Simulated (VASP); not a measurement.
Runs of VASP 6.6.1 on Cd. The structure is that of space group I4_1/amd (No. 141), or close to it. The cells are those of the table. 

| task | cell | k mesh for the DOS | occupations for the DOS | gap on the mesh (eV) | pressure (GPa) |
| --- | --- | --- | --- | --- | --- |
| single point | a = 3.237 Å, angles 96.9, 96.9, 139.5°, 2 atoms | - | - | none | 386.3 |
| single point | a = 4.416 Å, angles 96.6, 96.6, 140.3°, 2 atoms | - | - | none | (a) |
| single point | a = 3.610 Å, angles 96.7, 96.7, 139.9°, 2 atoms | - | - | none | 105.5 |
| single point | a = 4.181 Å, angles 96.6, 96.6, 140.2°, 2 atoms | - | - | none | (b) |
| single point | a = 4.008 Å, angles 96.7, 96.7, 140.2°, 2 atoms | - | - | none | 21.5 |
| single point | a = 4.340 Å, angles 96.6, 96.6, 140.3°, 2 atoms | - | - | none | 2.1 |
| single point | a = 3.821 Å, angles 96.7, 96.7, 140.1°, 2 atoms | - | - | none | 47.9 |

Alike in all rows: level PBE; potentials or basis VASP PAW PBE potentials, release 64 (Cd); no spin polarisation; k mesh 14 × 14 × 14; cutoff (eV) 520; smearing fermi-dirac 0.1 eV.

Fill in the values left out.

(a) 0.2; (b) 8.6.

A k mesh can miss the band edges, and the runs leave out spin-orbit coupling on Cd.

A gap of «none» marks levels without a gap at the run's occupations.
